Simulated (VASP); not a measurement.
CeO2:

```
CELL_PARAMETERS angstrom
0.00000 2.72156 2.72156
2.72156 0.00000 2.72156
2.72156 2.72156 0.00000
ATOMIC_POSITIONS crystal
Ce 0.00000 0.00000 0.00000
O 0.75000 0.75000 0.75000
O 0.25000 0.25000 0.25000
```

Base run:

```yaml
Program: VASP 6.6.1
Functional: r2SCAN
Potentials_or_basis: VASP PAW PBE potentials, release 64 (Ce, O)
Cutoff: 520 eV
k_mesh: 9 × 9 × 9
Occupations: fermi-dirac, width 0.05 eV
Spin: collinear spin, ferromagnetic start
Starting_moments: "[1.0, 0.0, 0.0] μB"
```

Its results: band gap on the k mesh 2.21 eV (least direct gap 2.28 eV); pressure -0.8 GPa; net moment 0.00 μB per cell.

Task: The run is repeated on the same cell with these changes: functional from r2SCAN to PBEsol; further incar settings from ALGO = Normal; EDIFF = 1e-06; NBANDS = 23 to ALGO = Normal; EDIFF = 1e-07; NBANDS = 23. What comes out?

Result: Band gap on the k mesh 1.97 eV (least direct gap 2.02 eV); pressure -4.6 GPa; net moment 0.00 μB per cell.

Caveats: the magnetic or orbital state may not be the lowest; the moments typed at the start vanished in this run; the PAW data sets were made with another functional, which shifts forces and pressure a little; spin-orbit coupling is left out, which moves the levels of the heavy elements; an odd mesh through Γ misses points on the zone boundary, where band edges can lie; the cell stands under tension (at least some runs).
